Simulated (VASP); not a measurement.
Set up this calculation in VASP 6.6.1, as the native input.

| Item | Value |
| --- | --- |
| Task | single point |
| Functional | PBE |
| Potentials or basis | VASP PAW PBE potentials, release 64 (Al, N) |
| Cutoff | 520 eV |
| k mesh | 9 × 9 × 6 |
| Occupations | gaussian, width 0.05 eV |
| Spin | no spin polarisation |
| Dipole correction | no |
| Further INCAR settings | ALGO = Normal; EDIFF = 1e-07; NBANDS = 16 |

The structure of AlN lies in POSCAR:

```
AlN
1.0
    3.0915643161      0.0000000000      0.0000000000
   -1.5457821581      2.6773732352      0.0000000000
    0.0000000000      0.0000000000      4.2332790181
Al N
2 2
Direct
    0.3333333333      0.6666666667      0.7500000000
    0.6666666667      0.3333333333      0.2500000000
    0.3333333333      0.6666666667      0.2500000000
    0.6666666667      0.3333333333      0.7500000000
```

This cell differs from its parent crystal: volume 8.760 Å^3 an atom, c/a of the conventional cell 1.3693.

The input as run:

INCAR

```
PREC = Accurate
ENCUT = 520
EDIFF = 1E-7
ISMEAR = 0
SIGMA = 0.05
LREAL = F
LASPH = T
NELM = 100
ALGO = Normal
ISIF = 2
LWAVE = F
LCHARG = F
GGA = PE
NBANDS = 16
```

KPOINTS

```
Automatic mesh
0
Gamma
  9 9 6
```

Potentials or basis: VASP PAW PBE potentials, release 64 (Al, N).

Launch:

```bash
$ cat potpaw_PBE.64/Al/POTCAR potpaw_PBE.64/N/POTCAR > POTCAR
$ mpirun -np 1 vasp_std > vasp.out
```

It gave:

```yaml
Pressure: 39.9 GPa
Band_gap_on_the_k_mesh: 4.14 eV, direct
```

Wall time 12 s on 1 thread of Intel(R) Xeon(R) Platinum 8488C (Sapphire Rapids), on a shared host, peak memory 0.15 GiB.
